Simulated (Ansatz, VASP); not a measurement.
# Hf in VASP and in Ansatz

POSCAR

```
Hf
1.0
    0.0000000000      2.2825678644      2.0999624352
    2.2825678644      0.0000000000      2.0999624352
    2.2825678644      2.2825678644      0.0000000000
Hf
1
Direct
    0.0000000000      0.0000000000      0.0000000000
```

INCAR.step1

```
ALGO     = Normal         # electronic algorithm
EDIFF    = 1E-4           # SCF threshold, eV
ENCUT    = 520            # plane-wave cutoff, eV
GGA      = PE             # functional
ISMEAR   = 0              # smearing method
LASPH    = T              # aspherical terms in the spheres
LCHARG   = F              # write CHGCAR
LREAL    = F              # projectors in reciprocal space
LWAVE    = T              # write WAVECAR
NBANDS   = 11             # bands
NELM     = 60             # most SCF steps
PREC     = Accurate       # precision mode
SIGMA    = 0.15           # smearing width, eV
```

Contents of INCAR.step2:

```
ALGO     = Normal         # electronic algorithm
EDIFF    = 1E-6           # SCF threshold, eV
ENCUT    = 520            # plane-wave cutoff, eV
ISIF     = 2              # what is computed and relaxed
ISMEAR   = 0              # smearing method
ISTART   = 1            
LASPH    = T              # aspherical terms in the spheres
LCHARG   = T              # write CHGCAR
LELF     = T              # ELF
LMIXTAU  = T            
LREAL    = F              # projectors in reciprocal space
LVHAR    = T            
LWAVE    = F              # write WAVECAR
METAGGA  = R2SCAN         # meta-GGA
NBANDS   = 11             # bands
NELM     = 60             # most SCF steps
PREC     = Accurate       # precision mode
SIGMA    = 0.15           # smearing width, eV
```

KPOINTS

```
k-points
0
Gamma
  20 20 20
```

Input for Ansatz:

```yaml
crystal:
  lattice:
    - [0.0, 2.2825678644, 2.0999624352]
    - [2.2825678644, 0.0, 2.0999624352]
    - [2.2825678644, 2.2825678644, 0.0]
  atoms:
    - { symbol: Hf, position: [0.0, 0.0, 0.0] }
basis:
  ecutwfc: 500
kpoints:
  mp_grid: { grid: [20, 20, 20] }
hamiltonian:
  xc: r2scan
scf:
  occupations: { method: gaussian, width: 0.15 }
output:
  forces: true
  stress: true
  eigenvalues: true
```

Alike in both runs: task single point; functional r2SCAN; k mesh 20 × 20 × 20; occupations gaussian, width 0.15 eV; no spin polarisation.

|  | VASP | Ansatz |
| --- | --- | --- |
| version | VASP 6.6.1 | Ansatz 0.2.0 |
| potentials or method | VASP PAW PBE potentials, release 64 (Hf_pv), cutoff 520 eV | scalar-relativistic, plane waves, PAW |
| valence electrons in the cell | 10 | 26 |

|  | VASP | Ansatz | Ansatz less VASP |
| --- | --- | --- | --- |
| gap on the k mesh at the Fermi level (eV) | none | none | - |
| pressure (GPa) | 2.1 | 2.6 | +0.50 |
| traceless stress, the component that is largest in VASP (GPa) | 2.65 | 2.64 | -0.008 |

VASP's potentials were made for PBE, not for r2SCAN. A gap of «none» marks a metal or a gap that the smearing closes. VASP's potentials hold 10 valence electrons a cell and Ansatz's 26, so a difference there can come from the potentials and not from the codes.

Neither program's run includes spin-orbit coupling.
